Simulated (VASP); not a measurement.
# Ni (P6_3/mmc) in VASP: single point with PBEsol

Aim: the single point of Ni with PBEsol.

Everything below comes from runs of VASP 6.6.1. Logs are shortened: lines on timing, memory, paths and dates and some standing lists are left out, and cuts for length are marked.

## Step 1: The cell of the first run

It takes space group P6_3/mmc (No. 194, hexagonal). The conventional cell has a = 1.801 Å, b = 1.801 Å, c = 2.969 Å, α = 90.00°, β = 90.00°, γ = 120.00°. Within 2.4 Å of Ni (site symmetry -6m2) lie 12 Ni at 1.80 to 1.81 Å.

This isn't the form of Ni at room conditions, which is fcc.

## Step 2: Single point, PBEsol, collinear spin, ferromagnetic start (4.17 Å³/atom)

Contents of POSCAR:

```
Ni
1.0
    1.8013809310      0.0000000000      0.0000000000
   -0.9006904655      1.5600416481      0.0000000000
    0.0000000000      0.0000000000      2.9687335551
Ni
2
Direct
    0.3333333333      0.6666666667      0.2500000000
    0.6666666667      0.3333333333      0.7500000000
```

Contents of INCAR.step1:

```
SYSTEM = Ni
PREC     = Accurate       ! precision mode
ENCUT    = 520            ! plane-wave cutoff, eV
EDIFF    = 1E-6           ! SCF threshold, eV
ISMEAR   = -1             ! smearing method
SIGMA    = 0.1            ! smearing width, eV
LREAL    = .FALSE.        ! projectors in reciprocal space
LASPH    = .TRUE.         ! aspherical terms in the spheres
NELM     = 150            ! most SCF steps
ALGO     = Normal         ! electronic algorithm
ISIF     = 2              ! what is computed and relaxed
LWAVE    = .FALSE.        ! write WAVECAR
LCHARG   = .TRUE.         ! write CHGCAR
ISPIN    = 2              ! spin polarisation
MAGMOM   = 1 1            ! initial moments
LMAXMIX  = 4              ! l up to which the mixer works
GGA      = PS             ! functional
NBANDS   = 21             ! bands
```

Contents of KPOINTS.step1:

```
Automatic mesh
0
G
  18 18 10
  0 0 0
```

Contents of INCAR.step2:

```
SYSTEM = Ni
PREC     = Accurate       ! precision mode
ENCUT    = 520            ! plane-wave cutoff, eV
EDIFF    = 1E-6           ! SCF threshold, eV
ISMEAR   = -5             ! smearing method
SIGMA    = 0.1            ! smearing width, eV
LREAL    = .FALSE.        ! projectors in reciprocal space
LASPH    = .TRUE.         ! aspherical terms in the spheres
NELM     = 150            ! most SCF steps
ALGO     = Normal         ! electronic algorithm
ISIF     = 2              ! what is computed and relaxed
LWAVE    = .FALSE.        ! write WAVECAR
LCHARG   = .FALSE.        ! write CHGCAR
ISPIN    = 2              ! spin polarisation
MAGMOM   = 1 1            ! initial moments
LORBIT   = 11             ! projections on sites
LMAXMIX  = 4              ! l up to which the mixer works
GGA      = PS             ! functional
NEDOS    = 1001           ! points of the DOS
ICHARG   = 11             ! starting density
```

Contents of KPOINTS.step2:

```
Automatic mesh
0
G
  27 27 15
  0 0 0
```

Potentials or basis: VASP PAW PBE potentials, release 64 (Ni).

Launch:

```
cat potpaw_PBE.64/Ni/POTCAR > POTCAR
cp INCAR.step1 INCAR
cp KPOINTS.step1 KPOINTS
mpirun -np 1 vasp_std > vasp.out
cp INCAR.step2 INCAR
cp KPOINTS.step2 KPOINTS
mpirun -np 1 vasp_std > vasp.out
```

OUTCAR:

```text
SYSTEM = Ni
   PREC = Accurate
   ENCUT = 520
   EDIFF = 1E-6
   ISMEAR = -5
   LREAL = .FALSE.
   LASPH = .TRUE.
   NELM = 150
   ISIF = 2
   ISPIN = 2
   LORBIT = 11
   GGA = PS
   ICHARG = 11

 ion  position               nearest neighbor table
   1  0.333  0.667  0.250-   2 1.81   2 1.81   2 1.81   2 1.81   2 1.81   2 1.81   2 2.56   2 2.56
                             2 2.56   2 2.56   2 2.56   2 2.56
   2  0.667  0.333  0.750-   1 1.81   1 1.81   1 1.81   1 1.81   1 1.81   1 1.81   1 2.56   1 2.56
                             1 2.56   1 2.56   1 2.56   1 2.56

  LATTYP: Found a hexagonal cell.
 ALAT       =     1.8013809310
 C/A-ratio  =     1.6480320758

  Lattice vectors:

 A1 = (   1.8013809310,   0.0000000000,   0.0000000000)
 A2 = (  -0.9006904655,   1.5600416481,   0.0000000000)
 A3 = (   0.0000000000,   0.0000000000,   2.9687335551)

Analysis of symmetry for initial positions (statically):
=====================================================================
 Subroutine PRICEL returns:
 Original cell was already a primitive cell.

 Routine SETGRP: Setting up the symmetry group for a
 hexagonal supercell.

 Subroutine GETGRP returns: Found 24 space group operations
 (whereof 12 operations were pure point group operations)
 out of a pool of 24 trial point group operations.

The static configuration has the point symmetry D_3d.
 The point group associated with its full space group is D_6h.

Analysis of symmetry for dynamics (positions and initial velocities):
=====================================================================
 Subroutine PRICEL returns:
 Original cell was already a primitive cell.

 Routine SETGRP: Setting up the symmetry group for a
 hexagonal supercell.

 Subroutine GETGRP returns: Found 24 space group operations
 (whereof 12 operations were pure point group operations)
 out of a pool of 24 trial point group operations.

The dynamic configuration has the point symmetry D_3d.
 The point group associated with its full space group is D_6h.

Analysis of structural, dynamic, and magnetic symmetry:
=====================================================================
 Subroutine PRICEL returns:
 Original cell was already a primitive cell.

 Routine SETGRP: Setting up the symmetry group for a
 hexagonal supercell.

 Subroutine GETGRP returns: Found 24 space group operations
 (whereof 12 operations were pure point group operations)
 out of a pool of 24 trial point group operations.

The overall configuration has the point symmetry D_3d.
 The point group associated with its full space group is D_6h.

 Subroutine INISYM returns: Found 24 space group operations
 (whereof 12 operations are pure point group operations),
 and found     1 'primitive' translations

----------------------------------------------------------------------------------------

                                     Primitive cell

  volume of cell :       8.3428

  direct lattice vectors                    reciprocal lattice vectors
     1.801380931  0.000000000  0.000000000     0.555129669  0.320504264  0.000000000
    -0.900690465  1.560041648  0.000000000     0.000000000  0.641008528  0.000000000
     0.000000000  0.000000000  2.968733555     0.000000000  0.000000000  0.336843971

  length of vectors
     1.801380931  1.801380931  2.968733555     0.641008528  0.641008528  0.336843971

  position of ions in fractional coordinates (direct lattice)
     0.333333333  0.666666667  0.250000000
     0.666666667  0.333333333  0.750000000

  ion indices of the primitive-cell ions
   primitive index   ion index
                 1           1
                 2           2

----------------------------------------------------------------------------------------

 KPOINTS: Automatic mesh

Automatic generation of k-mesh.
 Grid dimensions read from file:
 generate k-points for:   27   27   15

 Generating k-lattice:

  Cartesian coordinates                     Fractional coordinates (reciprocal lattice)
     0.020560358  0.011870528  0.000000000     0.037037037  0.000000000  0.000000000
     0.000000000  0.023741057  0.000000000     0.000000000  0.037037037  0.000000000
     0.000000000  0.000000000  0.022456265     0.000000000  0.000000000  0.066666667

  Length of vectors
     0.023741057  0.023741057  0.022456265

  Shift w.r.t. Gamma in fractional coordinates (k-lattice)
     0.000000000  0.000000000  0.000000000

 TETIRR: Found  10722 inequivalent tetrahedra from    65610

 Subroutine IBZKPT returns following result:
 ===========================================

 Found    600 irreducible k-points:

 Following reciprocal coordinates:
            Coordinates               Weight
  0.000000  0.000000  0.000000      1.000000
  0.037037  0.000000  0.000000      6.000000
  0.074074  0.000000  0.000000      6.000000
  0.111111  0.000000  0.000000      6.000000
  0.148148  0.000000  0.000000      6.000000
  0.185185  0.000000  0.000000      6.000000
[... 16 lines left out ...]
  0.333333  0.037037  0.000000     12.000000
  0.370370  0.037037  0.000000     12.000000
 [... further k-points ...]
   k-points           NKPTS =    600   k-points in BZ     NKDIM =    600   number of bands    NBANDS=     15
   number of dos      NEDOS =   1001   number of ions     NIONS =      2
   total plane-waves  NPLWV =   4704
   dimension x,y,z NGX =    14 NGY =   14 NGZ =   24
   dimension x,y,z NGXF=    28 NGYF=   28 NGZF=   48
   ions per type =               2
   NGX,Y,Z   is equivalent  to a cutoff of  12.92, 12.92, 13.44 a.u.
   NGXF,Y,Z  is equivalent  to a cutoff of  25.84, 25.84, 26.88 a.u.
 SYSTEM =  Ni
   PREC   = accura    normal or accurate (medium, high low for compatibility)
   ISTART =      0    job   : 0-new  1-cont  2-samecut
   ICHARG =     11    charge: 1-file 2-atom 10-const
   ISPIN  =      2    spin polarized calculation?
   LNONCOLLINEAR =      F non collinear calculations
   LSORBIT =      F    spin-orbit coupling
   LASPH  =      T    aspherical Exc in radial PAW
   ENCUT  =  520.0 eV  38.22 Ry    6.18 a.u.   3.35  3.35  5.52*2*pi/ulx,y,z
   NELM   =    150;   NELMIN=  2; NELMDL=  0     # of ELM steps
   EDIFF  = 0.1E-05   stopping-criterion for ELM
   LREAL  =      F    real-space projection
   EDIFFG = 0.1E-04   stopping-criterion for IOM
   NSW    =      0    number of steps for IOM
   IBRION =     -1    ionic relax: 0-MD 1-quasi-New 2-CG
   NFREE  =      0    steps in history (QN), initial steepest desc. (CG)
   ISIF   =      2    stress and relaxation
   ISYM   =      2    0-nonsym 1-usesym 2-fastsym
   POTIM  = 0.5000    time-step for ionic-motion
   TEBEG  =    0.0;   TEEND  =   0.0 temperature during run
   PSTRESS=    0.0 pullay stress
   NELECT =      20.0000    total number of electrons
   NUPDOWN=      -1.0000    fix difference up-down
   EMIN   =  10.00;   EMAX   =-10.00  energy-range for DOS
   EFERMI =   0.00;   METHOD = LEGACY
   ISMEAR =    -5;   SIGMA  =   0.10  broadening in eV -4-tet -1-fermi 0-gaus
   EFERMI_NEDOS =   21; number of points for ismear=-14 and -15
   IALGO  =     38    algorithm
   IMIX   =      4    mixing-type and parameters
     AMIX     =   0.40;   BMIX     =  1.00
     AMIX_MAG =   1.60;   BMIX_MAG =  1.00
  volume/ion in A,a.u.               =       4.17        28.15
  Fermi-wavevector in a.u.,A,eV,Ry     =   2.191024  4.140435 65.315951  4.800587
  Thomas-Fermi vector in A             =   3.156294
   LORBIT       =     11    0 simple, 1 ext, 2 COOP (PROOUT), +10 PAW based schemes
   GGA     = PS    functional components
   LHFCALC =     F    Hartree Fock is set to
   AEXX    =    0.0000 exact exchange contribution
   IVDW    =     0    specifies the selected vdW correction
   LEPSILON=     F    determine dielectric tensor
   LRPA    =     F    only Hartree local field effects (RPA)
 spin polarized calculation
 Fermi weights with tetrahedron method with Bloechl corrections
  energy-cutoff  :      520.00
  volume of cell :        8.34
 maximum number of plane-waves:       239
 NGX is ok and might be reduce to    14

 number of electron      19.9999999 magnetization       0.0000595

 Free energy of the ion-electron system (eV)
  ---------------------------------------------------
  ext. energy  EPLUGINS =         0.00000000
  ---------------------------------------------------
  free energy    TOTEN  =        17.15744212 eV

  energy without entropy =       17.15744212  energy(sigma->0) =       17.15744212

 E-fermi :  32.8857     XC(G=0): -20.1585

 val. band max:       33.0356747683   @ k =   0.4815   0.0000   0.3333
 cond. band min:      32.8058348641   @ k =   0.0370   0.0000   0.2000
 fundamental gap:     -0.2298399043
 Fermi energy:        32.8856505200

 spin component 1

 k-point     1 :       0.0000    0.0000    0.0000
  band No.  band energies     occupation
      1      16.2965      1.00000
      2      18.1768      1.00000
      3      25.0869      1.00000
      4      25.3594      1.00000
      5      25.3594      1.00000
      6      26.6550      1.00000
      7      26.6550      1.00000
      8      28.3832      1.00000
      9      28.3832      1.00000
     10      32.0016      1.00000
     11      32.1402      1.00000
     12      32.1402      0.77256
     13      51.1564      0.00000
     14      61.1430      0.00000
     15      66.3024      0.00000
[... 397 lines left out ...]
 k-point    24 :       0.3704    0.0370    0.0000
  band No.  band energies     occupation
      1      18.0220      1.00000
      2      19.0679      1.00000
      3      20.2036      1.00000
      4      25.2329      1.00000
      5      25.7971      1.00000
      6      26.0579      1.00000
      7      26.6572      1.00000
      8      31.9089      1.00000
      9      32.1415      1.00000
     10      33.0397     -0.05052
     11      34.4188      0.00000
     12      47.2649      0.00000
     13      49.6008      0.00000
     14      54.6321      0.00000
     15      58.1269      0.00000

 [... further k-points ...]

 spin component 2

 k-point     1 :       0.0000    0.0000    0.0000
  band No.  band energies     occupation
      1      16.2965      1.00000
      2      18.1768      1.00000
      3      25.0869      1.00000
      4      25.3594      1.00000
      5      25.3594      1.00000
      6      26.6550      1.00000
      7      26.6550      1.00000
      8      28.3832      1.00000
      9      28.3832      1.00000
     10      32.0016      1.00000
     11      32.1402      1.00000
     12      32.1402      0.77254
     13      51.1564      0.00000
     14      61.1430      0.00000
     15      66.3034      0.00000
[... 397 lines left out ...]
 k-point    24 :       0.3704    0.0370    0.0000
  band No.  band energies     occupation
      1      18.0221      1.00000
      2      19.0679      1.00000
      3      20.2036      1.00000
      4      25.2329      1.00000
      5      25.7971      1.00000
      6      26.0579      1.00000
      7      26.6573      1.00000
      8      31.9090      1.00000
      9      32.1415      1.00000
     10      33.0397     -0.05053
     11      34.4188      0.00000
     12      47.2649      0.00000
     13      49.6008      0.00000
     14      54.6322      0.00000
     15      58.1269      0.00000

 [... further k-points ...]
[... 5 lines left out ...]
  --------------------------------------------------------------------------------------
  -------------------------------------------------------------------------------------
  Total       90.4908057     90.4908057     90.4668540     -0.0000000      0.0000000      0.0000000
  in kB    17378.0908030  17378.0908021  17373.4910545     -0.0000000      0.0000000      0.0000000
  external PRESSURE =   17376.5575532 kB  Pullay stress =       0.0000000 kB

 VOLUME and BASIS-vectors are now :
 -----------------------------------------------------------------------------
  energy-cutoff  :      520.00
  volume of cell :        8.34
      direct lattice vectors                 reciprocal lattice vectors
     1.801380931  0.000000000  0.000000000     0.555129669  0.320504264  0.000000000
    -0.900690465  1.560041648  0.000000000     0.000000000  0.641008528  0.000000000
     0.000000000  0.000000000  2.968733555     0.000000000  0.000000000  0.336843971

 POSITION                                       TOTAL-FORCE (eV/Angst)
 -----------------------------------------------------------------------------------
     -0.00000      1.04003      0.74218        -0.000000     -0.000000      0.000000
      0.90069      0.52001      2.22655         0.000000      0.000000      0.000000
 -----------------------------------------------------------------------------------
    total drift:                                0.000000     -0.000000      0.000000

  FREE ENERGIE OF THE ION-ELECTRON SYSTEM (eV)
  ---------------------------------------------------
  free  energy   TOTEN  =        17.1574421158 eV

  energy  without entropy=       17.1574421158  energy(sigma->0) =       17.15744212

 total charge

# of ion       s       p       d       tot
------------------------------------------
    1        1.230   2.085  10.212  13.527
    2        1.230   2.085  10.212  13.527
--------------------------------------------------
tot          2.461   4.171  20.423  27.055

 magnetization (x)

# of ion       s       p       d       tot
------------------------------------------
    1       -0.000  -0.000   0.000   0.000
    2       -0.000  -0.000   0.000   0.000
--------------------------------------------------
tot         -0.000  -0.000   0.000   0.000
```

It took 82 s on 1 thread of AMD EPYC 9R45 (Zen 5), shared host; peak memory 0.24 GiB.

Results:

```
Net moment : 0.00 μB per cell
```

Caveat: the moments typed at the start vanished in this run; the PAW data sets were made with another functional, which shifts forces and pressure a little.
